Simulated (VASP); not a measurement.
# Re (P6/mmm) in VASP: single point with PBE

Aim: the single point of Re with PBE.

Everything below comes from runs of VASP 6.6.1. Logs are shortened: lines on timing, memory, paths and dates and some standing lists are left out, and cuts for length are marked.

## Step 1: The cell of the first run

Symmetry: P6/mmm, No. 191, hexagonal system. Conventional cell: a = 4.598 Å, b = 4.598 Å, c = 2.819 Å, α = 90.00°, β = 90.00°, γ = 120.00°. Re (site symmetry 6/mmm) has 14 Re at 2.82 to 3.01 Å within 3.7 Å. Re (site symmetry -6m2) has 11 Re at 2.65 to 3.01 Å within 3.5 Å.

This isn't the form of Re at room conditions, which is hcp.

## Step 2: Single point, PBE

Contents of INCAR:

```
SYSTEM = Re
  PREC = Accurate
  ENCUT = 600
  EDIFF = 1E-6
  ISMEAR = 0
  SIGMA = 0.1
  LREAL = .False.
  LASPH = .True.
  NELM = 120
  ALGO = Normal
  ISIF = 2
  LWAVE = .False.
  LCHARG = .False.
  GGA = PE
  NBANDS = 18
  GGA_COMPAT = .False.
```

Contents of KPOINTS:

```
Automatic mesh
0
Gamma
  6 6 6
  0 0 0
```

Contents of POSCAR:

```
Re
1.0
    4.5984848472      0.0000000000      0.0000000000
   -2.2992424236      3.9824046966      0.0000000000
    0.0000000000      0.0000000000      2.8190711454
Re
3
Direct
    0.0000000000      0.0000000000      0.0000000000
    0.3333333333      0.6666666667      0.5000000000
    0.6666666667      0.3333333333      0.5000000000
```

Potentials or basis: VASP PAW PBE potentials, release 64 (Re).

Command:

```sh
$ cat potpaw_PBE.64/Re/POTCAR > POTCAR
$ mpirun -np 1 vasp_std > vasp.out
```

OUTCAR:

```text
SYSTEM = Re
   PREC = Accurate
   ENCUT = 600
   EDIFF = 1E-6
   ISMEAR = 0
   LREAL = .False.
   LASPH = .True.
   NELM = 120
   ISIF = 2
   GGA = PE

 ion  position               nearest neighbor table
   1  0.000  0.000  0.000-   2 3.01   3 3.01   2 3.01   3 3.01   3 3.01   3 3.01   2 3.01   2 3.01
                             3 3.01   3 3.01   2 3.01   2 3.01
   2  0.333  0.667  0.500-   3 2.65   3 2.65   3 2.65   1 3.01   1 3.01   1 3.01   1 3.01   1 3.01
                             1 3.01
   3  0.667  0.333  0.500-   2 2.65   2 2.65   2 2.65   1 3.01   1 3.01   1 3.01   1 3.01   1 3.01
                             1 3.01

  LATTYP: Found a hexagonal cell.
 ALAT       =     4.5984848472
 C/A-ratio  =     0.6130434782

  Lattice vectors:

 A1 = (   4.5984848472,   0.0000000000,   0.0000000000)
 A2 = (  -2.2992424236,   3.9824046966,   0.0000000000)
 A3 = (   0.0000000000,   0.0000000000,   2.8190711454)

Analysis of symmetry for initial positions (statically):
=====================================================================
 Subroutine PRICEL returns:
 Original cell was already a primitive cell.

 Routine SETGRP: Setting up the symmetry group for a
 hexagonal supercell.

 Subroutine GETGRP returns: Found 24 space group operations
 (whereof 24 operations were pure point group operations)
 out of a pool of 24 trial point group operations.

The static configuration has the point symmetry D_6h.

Analysis of symmetry for dynamics (positions and initial velocities):
=====================================================================
 Subroutine PRICEL returns:
 Original cell was already a primitive cell.

 Routine SETGRP: Setting up the symmetry group for a
 hexagonal supercell.

 Subroutine GETGRP returns: Found 24 space group operations
 (whereof 24 operations were pure point group operations)
 out of a pool of 24 trial point group operations.

The dynamic configuration has the point symmetry D_6h.

 Subroutine INISYM returns: Found 24 space group operations
 (whereof 24 operations are pure point group operations),
 and found     1 'primitive' translations

----------------------------------------------------------------------------------------

                                     Primitive cell

  volume of cell :      51.6257

  direct lattice vectors                    reciprocal lattice vectors
     4.598484847  0.000000000  0.000000000     0.217462933  0.125552283  0.000000000
    -2.299242424  3.982404697  0.000000000     0.000000000  0.251104565  0.000000000
     0.000000000  0.000000000  2.819071145     0.000000000  0.000000000  0.354726769

  length of vectors
     4.598484847  4.598484847  2.819071145     0.251104565  0.251104565  0.354726769

  position of ions in fractional coordinates (direct lattice)
     0.000000000  0.000000000  0.000000000
     0.333333333  0.666666667  0.500000000
     0.666666667  0.333333333  0.500000000

  ion indices of the primitive-cell ions
   primitive index   ion index
                 1           1
                 2           2
                 3           3

----------------------------------------------------------------------------------------

 KPOINTS: Automatic mesh

Automatic generation of k-mesh.
 Grid dimensions read from file:
 generate k-points for:    6    6    6

 Generating k-lattice:

  Cartesian coordinates                     Fractional coordinates (reciprocal lattice)
     0.036243822  0.020925380  0.000000000     0.166666667  0.000000000  0.000000000
     0.000000000  0.041850761  0.000000000     0.000000000  0.166666667  0.000000000
     0.000000000  0.000000000  0.059121128     0.000000000  0.000000000  0.166666667

  Length of vectors
     0.041850761  0.041850761  0.059121128

  Shift w.r.t. Gamma in fractional coordinates (k-lattice)
     0.000000000  0.000000000  0.000000000

 Subroutine IBZKPT returns following result:
 ===========================================

 Found     28 irreducible k-points:

 Following reciprocal coordinates:
            Coordinates               Weight
  0.000000  0.000000  0.000000      1.000000
  0.166667 -0.000000  0.000000      6.000000
  0.333333  0.000000  0.000000      6.000000
  0.500000 -0.000000  0.000000      3.000000
  0.166667  0.166667  0.000000      6.000000
  0.333333  0.166667  0.000000     12.000000
[... 16 lines left out ...]
  0.166667 -0.000000  0.500000      6.000000
  0.333333  0.000000  0.500000      6.000000
 [... further k-points ...]
   k-points           NKPTS =     28   k-points in BZ     NKDIM =     28   number of bands    NBANDS=     18
   number of dos      NEDOS =    301   number of ions     NIONS =      3
   total plane-waves  NPLWV =  38400
   dimension x,y,z NGX =    40 NGY =   40 NGZ =   24
   dimension x,y,z NGXF=    80 NGYF=   80 NGZF=   48
   ions per type =               3
   NGX,Y,Z   is equivalent  to a cutoff of  14.46, 14.46, 14.15 a.u.
   NGXF,Y,Z  is equivalent  to a cutoff of  28.92, 28.92, 28.31 a.u.
 SYSTEM =  Re
   PREC   = accura    normal or accurate (medium, high low for compatibility)
   ISTART =      0    job   : 0-new  1-cont  2-samecut
   ICHARG =      2    charge: 1-file 2-atom 10-const
   ISPIN  =      1    spin polarized calculation?
   LNONCOLLINEAR =      F non collinear calculations
   LSORBIT =      F    spin-orbit coupling
   LASPH  =      T    aspherical Exc in radial PAW
   ENCUT  =  600.0 eV  44.10 Ry    6.64 a.u.   9.18  9.18  5.63*2*pi/ulx,y,z
   NELM   =    120;   NELMIN=  2; NELMDL= -5     # of ELM steps
   EDIFF  = 0.1E-05   stopping-criterion for ELM
   LREAL  =      F    real-space projection
[... 7 lines left out ...]
   TEBEG  =    0.0;   TEEND  =   0.0 temperature during run
   PSTRESS=    0.0 pullay stress
   NELECT =      21.0000    total number of electrons
   NUPDOWN=      -1.0000    fix difference up-down
   EMIN   =  10.00;   EMAX   =-10.00  energy-range for DOS
   EFERMI =   0.00;   METHOD = LEGACY
   ISMEAR =     0;   SIGMA  =   0.10  broadening in eV -4-tet -1-fermi 0-gaus
   EFERMI_NEDOS =   21; number of points for ismear=-14 and -15
   IALGO  =     38    algorithm
   IMIX   =      4    mixing-type and parameters
     AMIX     =   0.40;   BMIX     =  1.00
     AMIX_MAG =   1.60;   BMIX_MAG =  1.00
  volume/ion in A,a.u.               =      17.21       116.13
  Fermi-wavevector in a.u.,A,eV,Ry     =   1.212996  2.292229 20.019043  1.471358
  Thomas-Fermi vector in A             =   2.348462
   LORBIT       =      0    0 simple, 1 ext, 2 COOP (PROOUT), +10 PAW based schemes
   GGA     = PE    functional components
   LHFCALC =     F    Hartree Fock is set to
   AEXX    =    0.0000 exact exchange contribution
   IVDW    =     0    specifies the selected vdW correction
   LEPSILON=     F    determine dielectric tensor
   LRPA    =     F    only Hartree local field effects (RPA)
 non-spin polarized calculation
 Gauss-broadening in eV      SIGMA  =   0.10
  energy-cutoff  :      600.00
  volume of cell :       51.63
 maximum number of plane-waves:      1757
 NGX is ok and might be reduce to    40
   NGX = 19   NGY = 19   NGZ = 11

 number of electron      21.0000001 magnetization

 Free energy of the ion-electron system (eV)
  ---------------------------------------------------
  ext. energy  EPLUGINS =         0.00000000
  ---------------------------------------------------
  free energy    TOTEN  =       -36.03645119 eV

  energy without entropy =      -36.01891943  energy(sigma->0) =      -36.02768531

 E-fermi :   6.0683     XC(G=0): -12.8649

 val. band max:        6.0159638201   @ k =   0.1667   0.1667   0.1667
 cond. band min:       6.1124444985   @ k =   0.3333   0.1667   0.3333
 fundamental gap:      0.0964806784
 Fermi energy:         6.0682855491

 k-point     1 :       0.0000    0.0000    0.0000
  band No.  band energies     occupation
      1      -2.7040      2.00000
      2       1.2646      2.00000
      3       3.2018      2.00000
      4       3.6501      2.00000
      5       3.6501      2.00000
      6       3.7121      2.00000
[... 10 lines left out ...]
     17      12.8092      0.00000
     18      14.2158      0.00000

 k-point     2 :       0.1667   -0.0000    0.0000
  band No.  band energies     occupation
      1      -2.3227      2.00000
      2       1.3272      2.00000
      3       2.2938      2.00000
      4       2.9495      2.00000
      5       3.1687      2.00000
      6       4.0330      2.00000
[... 10 lines left out ...]
     17      12.4435      0.00000
     18      13.0409      0.00000

 k-point     3 :       0.3333    0.0000    0.0000
  band No.  band energies     occupation
      1      -1.2787      2.00000
      2       0.9148      2.00000
      3       1.4454      2.00000
      4       2.5318      2.00000
      5       3.0948      2.00000
      6       3.7157      2.00000
[... 10 lines left out ...]
     17      10.2046      0.00000
     18      10.8963      0.00000

 k-point     4 :       0.5000   -0.0000    0.0000
  band No.  band energies     occupation
      1       0.0302      2.00000
      2       0.2020      2.00000
      3       0.6247      2.00000
      4       3.0460      2.00000
      5       3.0896      2.00000
      6       3.2211      2.00000
[... 375 lines left out ...]
      4       2.0247      2.00000
      5       2.0247      2.00000
      6       2.9324      2.00000
[... 10 lines left out ...]
     17      11.0600      0.00000
     18      14.1509      0.00000

 k-point    23 :       0.1667   -0.0000    0.5000
  band No.  band energies     occupation
      1       0.9643      2.00000
      2       1.5405      2.00000
      3       1.5834      2.00000
      4       2.1224      2.00000
      5       2.5961      2.00000
      6       2.8031      2.00000
[... 10 lines left out ...]
     17      11.2995      0.00000
     18      14.0729      0.00000

 k-point    24 :       0.3333    0.0000    0.5000
  band No.  band energies     occupation
      1       0.9840      2.00000
      2       1.3645      2.00000
      3       1.8249      2.00000
      4       2.3225      2.00000
      5       3.0390      2.00000
      6       3.4141      2.00000
[... 10 lines left out ...]
     17      11.3818      0.00000
     18      13.7368      0.00000

 [... further k-points ...]
[... 5 lines left out ...]
  --------------------------------------------------------------------------------------
  -------------------------------------------------------------------------------------
  Total      -12.0522404    -12.0522404     -8.6416109      0.0000000      0.0000000      0.0000000
  in kB     -374.0349449   -374.0349449   -268.1878519      0.0000000      0.0000000      0.0000000
  external PRESSURE =    -338.7525806 kB  Pullay stress =       0.0000000 kB

 VOLUME and BASIS-vectors are now :
 -----------------------------------------------------------------------------
  energy-cutoff  :      600.00
  volume of cell :       51.63
      direct lattice vectors                 reciprocal lattice vectors
     4.598484847  0.000000000  0.000000000     0.217462933  0.125552283  0.000000000
    -2.299242424  3.982404697  0.000000000     0.000000000  0.251104565  0.000000000
     0.000000000  0.000000000  2.819071145     0.000000000  0.000000000  0.354726769

 POSITION                                       TOTAL-FORCE (eV/Angst)
 -----------------------------------------------------------------------------------
      0.00000      0.00000      0.00000         0.000000     -0.000000     -0.000000
     -0.00000      2.65494      1.40954        -0.000000      0.000000     -0.000000
      2.29924      1.32747      1.40954         0.000000     -0.000000      0.000000
 -----------------------------------------------------------------------------------
    total drift:                                0.000000     -0.000000      0.000000

  FREE ENERGIE OF THE ION-ELECTRON SYSTEM (eV)
  ---------------------------------------------------
  free  energy   TOTEN  =       -36.0364511886 eV

  energy  without entropy=      -36.0189194271  energy(sigma->0) =      -36.02768531
```

It took 27 s on 1 thread of Intel Xeon 8259CL, shared host; peak memory 0.19 GiB.

Results:

| Property | Result |
| --- | --- |
| Free energy | -36.0365 eV |
| Pressure | -33.9 GPa |
| Band gap on the k mesh | zero (an odd number of electrons rules out a gap without spin polarisation) |

Stress tensor (GPa, compression positive):
```
-37.40   0.00   0.00
  0.00 -37.40   0.00
  0.00   0.00 -26.82
```

Caveat: the k points lie up to 0.37 Å⁻¹ apart, too coarse for converged energies and pressures of a metal; spin-orbit coupling is left out, which moves the levels of the heavy elements.

The gap in the log of VASP goes by the Fermi energy; the results here count the filled bands.